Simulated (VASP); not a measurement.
Wanted: the native input for a VASP 6.6.1 run.

* Task: single point
* Functional: PBE
* Potentials or basis: VASP PAW PBE potentials, release 64 (Hf_pv, N)
* Cutoff: 600 eV
* k mesh: 10 × 10 × 10
* Occupations: gaussian, width 0.029 eV
* Spin: no spin polarisation
* Dipole correction: no
* Further INCAR settings: ALGO = Normal; EDIFF = 1e-06; NBANDS = 14

The structure of HfN lies in POSCAR:

```
HfN
1.0
    0.0000000000      2.2560000000      2.2560000000
    2.2560000000      0.0000000000      2.2560000000
    2.2560000000      2.2560000000      0.0000000000
Hf N
1 1
Direct
    0.0000000000      0.0000000000      0.0000000000
    0.5000000000      0.5000000000      0.5000000000
```

These files were run (other wordings do the same):

INCAR

```
PREC     = Accurate       # precision mode
ENCUT    = 600            # plane-wave cutoff, eV
EDIFF    = 1E-6           # SCF threshold, eV
ISMEAR   = 0              # smearing method
SIGMA    = 0.028999999999999998 # smearing width, eV
LREAL    = False          # projectors in reciprocal space
LASPH    = True           # aspherical terms in the spheres
NELM     = 120            # most SCF steps
ALGO     = Normal         # electronic algorithm
ISIF     = 2              # what is computed and relaxed
LWAVE    = False          # write WAVECAR
LCHARG   = False          # write CHGCAR
GGA      = PE             # functional
NBANDS   = 14             # bands
GGA_COMPAT= False
```

KPOINTS

```
regular mesh
0
Gamma
  10 10 10
```

Potentials or basis: VASP PAW PBE potentials, release 64 (Hf_pv, N).

Command:

```bash
$ cat potpaw_PBE.64/Hf_pv/POTCAR potpaw_PBE.64/N/POTCAR > POTCAR
$ mpirun -np 1 vasp_std > vasp.out
```

Results of the run:

```yaml
Pressure: 4.1 GPa
Band_gap_on_the_k_mesh: zero (an odd number of electrons rules out a gap without spin polarisation)
```

Caveat: the cell stands under pressure; spin-orbit coupling is left out, which moves the levels of the heavy elements.

It took 13 s on 1 thread of AMD EPYC 9R45 96-Core Processor (Zen 5), with other jobs on the host, peak memory 0.14 GiB.
